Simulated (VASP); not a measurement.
A run of VASP 6.6.1 is set up as follows.

The input INCAR:

```
SYSTEM = K
PREC = Accurate ; ENCUT = 520
EDIFF = 1E-7 ; ISMEAR = 0
SIGMA = 0.05 ; LREAL = .FALSE.
LASPH = .TRUE. ; NELM = 60
ALGO = Fast ; ISIF = 2
LWAVE = .FALSE. ; LCHARG = .TRUE.
GGA = CA ; LELF = .TRUE.
LVHAR = .TRUE. ; NBANDS = 46
```

KPOINTS

```
Automatic mesh
0
G
  4 4 4
  0 0 0
```

File POSCAR:

```
K
1.0
    8.6569015082      0.0000000000      0.0000000000
    0.0000000000      8.6569015082      0.0000000000
    0.0000000000      0.0000000000      8.6569015082
K
8
Direct
    0.0000000000      0.0000000000      0.0000000000
    0.5000000000      0.2500000000      0.0000000000
    0.5000000000      0.7500000000      0.0000000000
    0.0000000000      0.5000000000      0.2500000000
    0.2500000000      0.0000000000      0.5000000000
    0.7500000000      0.0000000000      0.5000000000
    0.5000000000      0.5000000000      0.5000000000
    0.0000000000      0.5000000000      0.7500000000
```

Potentials or basis: VASP PAW LDA potentials, release 64 (K_sv).

The run is started by

```bash
$ cat potpaw_LDA.64/K_sv/POTCAR > POTCAR
$ mpirun -np 1 vasp_std > vasp.out
```

(1) Predict the pressure.

(2) What does it give for the band gap on the k mesh?

Answers

(1) -0.7 GPa.

(2) zero (bands 36 and 37 overlap by 0.82 eV).
